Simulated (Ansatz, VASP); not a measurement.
# Ag in VASP and in Ansatz

```
CELL_PARAMETERS angstrom
0.00000 1.89632 1.89632
1.89632 0.00000 1.89632
1.89632 1.89632 0.00000
ATOMIC_POSITIONS crystal
Ag 0.00000 0.00000 0.00000
```

Change from the starting cell: volume scaled by 0.8.

Alike in both runs: task relaxation of cell and atoms; functional rpbe exchange, lyp correlation; k mesh 11 × 11 × 11; occupations fermi-dirac, width 0.01 eV; collinear spin.

|  | VASP | Ansatz |
| --- | --- | --- |
| version | VASP 6.6.1 | Ansatz 0.2.0 |
| potentials or method | VASP PAW PBE potentials, release 64 (Ag), cutoff 500 eV | all-electron LAPW, inner shells corrected to Dirac's equation |

```csv
,VASP,Ansatz,Ansatz less VASP
net moment per atom (μB),0.00,0.00,0.000
relaxed volume (Å³/atom),20.23,20.47,+0.237
relaxed cell length with the largest relative difference (Å),3.059,3.070,+0.0119
```

VASP's potentials were made for PBE, not for rpbe exchange, lyp correlation. Ansatz ran all-electron here, and VASP with PAW potentials.

Noted on VASP's run: the volume moved by over 15 % at a fixed basis, so the end points are rough.
